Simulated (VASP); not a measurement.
Write the native input for VASP 6.6.1 that does the following.

| Item | Value |
| --- | --- |
| Task | relaxation of cell and atoms |
| Functional | LDA |
| Potentials or basis | VASP PAW LDA potentials, release 64 (Hf_pv, N) |
| Cutoff | 600 eV |
| k mesh | 10 × 10 × 10 |
| Occupations | methfessel-paxton, width 0.1 eV |
| Spin | no spin polarisation |
| Dipole correction | no |
| Further INCAR settings | ALGO = Normal; EDIFF = 1e-06; IBRION = 2; EDIFFG = -0.01; NSW = 80; ISIF = 3 |

The structure of HfN lies in POSCAR:

```
HfN
1.0
    0.0000000000      2.2560000000      2.2560000000
    2.2560000000      0.0000000000      2.2560000000
    2.2560000000      2.2560000000      0.0000000000
Hf N
1 1
Direct
    0.0000000000      0.0000000000      0.0000000000
    0.5000000000      0.5000000000      0.5000000000
```

These files were run (other wordings do the same):

INCAR

```
ALGO     = Normal         # electronic algorithm
EDIFF    = 1E-6           # SCF threshold, eV
EDIFFG   = -0.01          # ionic threshold
ENCUT    = 600            # plane-wave cutoff, eV
IBRION   = 2              # ionic algorithm
ISIF     = 3              # what is computed and relaxed
ISMEAR   = 1              # smearing method
LASPH    = T              # aspherical terms in the spheres
LCHARG   = F              # write CHGCAR
LREAL    = F              # projectors in reciprocal space
LWAVE    = F              # write WAVECAR
NELM     = 100            # most SCF steps
NSW      = 80             # ionic steps
PREC     = Accurate       # precision mode
SIGMA    = 0.1            # smearing width, eV
```

KPOINTS

```
k-points
0
Gamma
  10 10 10
```

Potentials or basis: VASP PAW LDA potentials, release 64 (Hf_pv, N).

Launch:

```console
$ cat potpaw_LDA.64/Hf_pv/POTCAR potpaw_LDA.64/N/POTCAR > POTCAR
$ mpirun -np 1 vasp_std > vasp.out
```

It gave:

```json
{"Relaxed volume": "11.10 Å³/atom", "Relaxed cell": "a = 3.155 Å, b = 3.155 Å, c = 3.155 Å, α = 60.00°, β = 60.00°, γ = 60.00°", "Space group after relaxing (to 0.05 Å)": "Fm-3m (No. 225)", "Energy gained by relaxing": "11.7 meV/atom", "Ionic steps": "4", "Pressure after relaxing": "0.0 GPa"}
```

Run time: 44 s on 1 thread of AMD EPYC 9R45 (Zen 5) (shared host), peak memory 0.13 GiB.
